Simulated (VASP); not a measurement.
# Ti2AgSb3 (P-4m2) in VASP: single point with r2SCAN

Aim: the single point of Ti2AgSb3 with r2SCAN.

Program: VASP 6.6.1. These are calculated values, not measurements. Logs are shortened: lines on timing, memory, paths and dates and some standing lists are left out, and cuts for length are marked.

## 1. The cell of the first run

Symmetry: P-4m2, No. 115, tetragonal system. Conventional cell: a = 3.957 Å, b = 3.957 Å, c = 8.717 Å, α = 90.00°, β = 90.00°, γ = 90.00°. Sb (site symmetry 2mm) has 5 Ti at 2.97 to 3.03 Å and 10 Sb at 3.46 to 3.96 Å and 2 Ag at 3.88 Å within 4.0 Å. Sb (site symmetry -4m2) has 4 Ag at 2.80 Å and 4 Ti at 3.06 Å within 3.7 Å. Ti (site symmetry 2mm) has 7 Sb at 2.97 to 3.06 Å and 2 Ag at 3.06 Å and 4 Ti at 3.96 Å within 4.0 Å. Within 3.7 Å of Ag (site symmetry -4m2) lie 4 Sb at 2.80 Å and 4 Ti at 3.06 Å.

## 2. Single point, r2SCAN

File POSCAR:

```
Ti2AgSb3
1.0
    3.9566790000      0.0000000000      0.0000000000
    0.0000000000      3.9566790000      0.0000000000
    0.0000000000      0.0000000000      8.7169350000
Sb Ti Ag
3 2 1
Direct
    0.0000000000      0.5000000000      0.3835000000
    0.5000000000      0.0000000000      0.6165000000
    0.5000000000      0.5000000000      0.0000000000
    0.0000000000      0.5000000000      0.7315000000
    0.5000000000      0.0000000000      0.2685000000
    0.0000000000      0.0000000000      0.0000000000
```

File INCAR.step1:

```
  PREC = Accurate
  ENCUT = 520
  ISMEAR = -1
  SIGMA = 0.0993
  LREAL = False
  LASPH = True
  NELM = 80
  NBANDS = 34
  GGA = PE
  ALGO = Normal
  EDIFF = 1E-4
  LWAVE = True
  LCHARG = False
```

File INCAR.step2:

```
  PREC = Accurate
  ENCUT = 520
  EDIFF = 1E-6
  ISMEAR = -1
  SIGMA = 0.0993
  LREAL = False
  LASPH = True
  NELM = 80
  ALGO = Normal
  ISIF = 2
  LWAVE = False
  LCHARG = False
  METAGGA = R2SCAN
  LMIXTAU = True
  NBANDS = 34
  ISTART = 1
```

File KPOINTS:

```
Automatic mesh
0
Gamma
  9 9 4
```

Potentials or basis: VASP PAW PBE potentials, release 64 (Sb, Ti_sv, Ag).

Command:

```sh
$ cat potpaw_PBE.64/Sb/POTCAR potpaw_PBE.64/Ti_sv/POTCAR potpaw_PBE.64/Ag/POTCAR > POTCAR
$ cp INCAR.step1 INCAR
$ mpirun -np 1 vasp_std > vasp.out
$ cp INCAR.step2 INCAR
$ mpirun -np 1 vasp_std > vasp.out
```

OUTCAR:

```text
PREC = Accurate
   ENCUT = 520
   EDIFF = 1E-6
   ISMEAR = -1
   LREAL = False
   LASPH = True
   NELM = 80
   ISIF = 2
   METAGGA = R2SCAN
   ISTART = 1

 ion  position               nearest neighbor table
   1  0.000  0.500  0.383-   5 2.97   5 2.97   5 2.97   5 2.97   4 3.03   2 3.46   2 3.46   2 3.46
                             2 3.46
   2  0.500  0.000  0.617-   4 2.97   4 2.97   4 2.97   4 2.97   5 3.03   1 3.46   1 3.46   1 3.46
                             1 3.46
   3  0.500  0.500  0.000-   6 2.80   6 2.80   6 2.80   6 2.80   5 3.06   4 3.06   4 3.06   5 3.06

   4  0.000  0.500  0.731-   2 2.97   2 2.97   2 2.97   2 2.97   1 3.03   6 3.06   6 3.06   3 3.06
                             3 3.06
   5  0.500  0.000  0.269-   1 2.97   1 2.97   1 2.97   1 2.97   2 3.03   3 3.06   6 3.06   6 3.06
                             3 3.06
   6  0.000  0.000  0.000-   3 2.80   3 2.80   3 2.80   3 2.80   4 3.06   5 3.06   5 3.06   4 3.06

  LATTYP: Found a simple tetragonal cell.
 ALAT       =     3.9566790000
 C/A-ratio  =     2.2030938067

  Lattice vectors:

 A1 = (   3.9566790000,   0.0000000000,   0.0000000000)
 A2 = (   0.0000000000,   3.9566790000,   0.0000000000)
 A3 = (   0.0000000000,   0.0000000000,   8.7169350000)

Analysis of symmetry for initial positions (statically):
=====================================================================
 Subroutine PRICEL returns:
 Original cell was already a primitive cell.

 Routine SETGRP: Setting up the symmetry group for a
 simple tetragonal supercell.

 Subroutine GETGRP returns: Found  8 space group operations
 (whereof  8 operations were pure point group operations)
 out of a pool of 16 trial point group operations.

The static configuration has the point symmetry D_2d.

Analysis of symmetry for dynamics (positions and initial velocities):
=====================================================================
 Subroutine PRICEL returns:
 Original cell was already a primitive cell.

 Routine SETGRP: Setting up the symmetry group for a
 simple tetragonal supercell.

 Subroutine GETGRP returns: Found  8 space group operations
 (whereof  8 operations were pure point group operations)
 out of a pool of 16 trial point group operations.

The dynamic configuration has the point symmetry D_2d.

 Subroutine INISYM returns: Found  8 space group operations
 (whereof  8 operations are pure point group operations),
 and found     1 'primitive' translations

[... 101 lines left out ...]
   NELM   =     80;   NELMIN=  2; NELMDL=  0     # of ELM steps
   EDIFF  = 0.1E-05   stopping-criterion for ELM
   LREAL  =      F    real-space projection
   EDIFFG = 0.1E-04   stopping-criterion for IOM
   NSW    =      0    number of steps for IOM
   IBRION =     -1    ionic relax: 0-MD 1-quasi-New 2-CG
   NFREE  =      0    steps in history (QN), initial steepest desc. (CG)
   ISIF   =      2    stress and relaxation
   ISYM   =      2    0-nonsym 1-usesym 2-fastsym
   POTIM  = 0.5000    time-step for ionic-motion
   TEBEG  =    0.0;   TEEND  =   0.0 temperature during run
   PSTRESS=    0.0 pullay stress
   NELECT =      50.0000    total number of electrons
   NUPDOWN=      -1.0000    fix difference up-down
   EMIN   =  10.00;   EMAX   =-10.00  energy-range for DOS
   EFERMI =   0.00;   METHOD = LEGACY
   ISMEAR =    -1;   SIGMA  =   0.10  broadening in eV -4-tet -1-fermi 0-gaus
   EFERMI_NEDOS =   21; number of points for ismear=-14 and -15
   IALGO  =     38    algorithm
   IMIX   =      4    mixing-type and parameters
     AMIX     =   0.40;   BMIX     =  1.00
     AMIX_MAG =   1.60;   BMIX_MAG =  1.00
  volume/ion in A,a.u.               =      22.74       153.49
  Fermi-wavevector in a.u.,A,eV,Ry     =   1.171448  2.213716 18.671145  1.372290
  Thomas-Fermi vector in A             =   2.307892
   LORBIT       =      0    0 simple, 1 ext, 2 COOP (PROOUT), +10 PAW based schemes
   METAGGA = R2SCAN    functional components
   LHFCALC =     F    Hartree Fock is set to
   AEXX    =    0.0000 exact exchange contribution
   IVDW    =     0    specifies the selected vdW correction
   LEPSILON=     F    determine dielectric tensor
   LRPA    =     F    only Hartree local field effects (RPA)
 non-spin polarized calculation
  energy-cutoff  :      520.00
  volume of cell :      136.47
 maximum number of plane-waves:      3708
 NGX is ok and might be reduce to    30
   NGX = 15   NGY = 15   NGZ = 33

 number of electron      50.0000003 magnetization

 Free energy of the ion-electron system (eV)
  ---------------------------------------------------
  ext. energy  EPLUGINS =         0.00000000
  ---------------------------------------------------
  free energy    TOTEN  =      -125.84844932 eV

  energy without entropy =     -125.70733020  energy(sigma->0) =     -125.77788976

 E-fermi :   7.9353     XC(G=0): -11.2857

 val. band max:        7.9313550676   @ k =   0.4444   0.1111   0.0000
 cond. band min:       7.9359703773   @ k =   0.3333   0.3333   0.5000
 fundamental gap:      0.0046153097
 Fermi energy:         7.9352569347

 k-point     1 :       0.0000    0.0000    0.0000
  band No.  band energies     occupation
      1     -51.8960      2.00000
      2     -51.8959      2.00000
      3     -27.1286      2.00000
      4     -27.1252      2.00000
      5     -27.1238      2.00000
      6     -27.1238      2.00000
[... 877 lines left out ...]
     33      10.8364      0.00000
     34      11.2635      0.00000

 [... further k-points ...]
[... 5 lines left out ...]
  --------------------------------------------------------------------------------------
  -------------------------------------------------------------------------------------
  Total       -4.5013976     -4.5013976     -6.6297277      0.0000000      0.0000000     -0.0000000
  in kB      -52.8484812    -52.8484812    -77.8360574      0.0000000      0.0000000     -0.0000000
  external PRESSURE =     -61.1776732 kB  Pullay stress =       0.0000000 kB

 VOLUME and BASIS-vectors are now :
 -----------------------------------------------------------------------------
  energy-cutoff  :      520.00
  volume of cell :      136.47
      direct lattice vectors                 reciprocal lattice vectors
     3.956679000  0.000000000  0.000000000     0.252737207  0.000000000  0.000000000
     0.000000000  3.956679000  0.000000000     0.000000000  0.252737207  0.000000000
     0.000000000  0.000000000  8.716935000     0.000000000  0.000000000  0.114719222

 POSITION                                       TOTAL-FORCE (eV/Angst)
 -----------------------------------------------------------------------------------
      0.00000      1.97834      3.34294         0.000000      0.000000     -0.340281
      1.97834      0.00000      5.37399         0.000000      0.000000      0.340281
      1.97834      1.97834      0.00000         0.000000     -0.000000      0.000000
      0.00000      1.97834      6.37644         0.000000      0.000000     -0.220903
      1.97834      0.00000      2.34050         0.000000     -0.000000      0.220903
      0.00000      0.00000      0.00000        -0.000000      0.000000      0.000000
 -----------------------------------------------------------------------------------
    total drift:                                0.000000      0.000000      0.000000

  FREE ENERGIE OF THE ION-ELECTRON SYSTEM (eV)
  ---------------------------------------------------
  free  energy   TOTEN  =      -125.8484493232 eV

  energy  without entropy=     -125.7073301976  energy(sigma->0) =     -125.77788976
```

OUTCAR.step1:

```text
PREC = Accurate
   ENCUT = 520
   ISMEAR = -1
   LREAL = False
   LASPH = True
   NELM = 80
[... 1129 lines left out ...]
      0.00000      1.97834      6.37644         0.000000     -0.000000     -0.131246
      1.97834      0.00000      2.34050        -0.000000      0.000000      0.131246
      0.00000      0.00000      0.00000         0.000000     -0.000000      0.000000
 -----------------------------------------------------------------------------------
    total drift:                                0.000000      0.000000      0.000000

  FREE ENERGIE OF THE ION-ELECTRON SYSTEM (eV)
  ---------------------------------------------------
  free  energy   TOTEN  =       -32.1887235650 eV

  energy  without entropy=      -32.0272823692  energy(sigma->0) =      -32.10800297
```

Run time: 6.7 min. Hardware: 1 thread of AMD EPYC 9R45 (Zen 5), shared host; peak memory 0.36 GiB.

Results:

```yaml
Free_energy: -125.8484 eV
Pressure: -6.1 GPa
Largest_force: 0.340 eV/Å
Band_gap_on_the_k_mesh: zero (bands 25 and 26 overlap by 1.74 eV)
```

Forces on the atoms (eV/Å):
```
Sb   0.000  0.000 -0.340
Sb   0.000  0.000  0.340
Sb   0.000  0.000  0.000
Ti   0.000  0.000 -0.221
Ti   0.000  0.000  0.221
Ag   0.000  0.000  0.000
```

Caveat: the cell stands under tension; the PAW data sets were made with another functional, which shifts forces and pressure a little; spin-orbit coupling is left out, which moves the levels of the heavy elements.
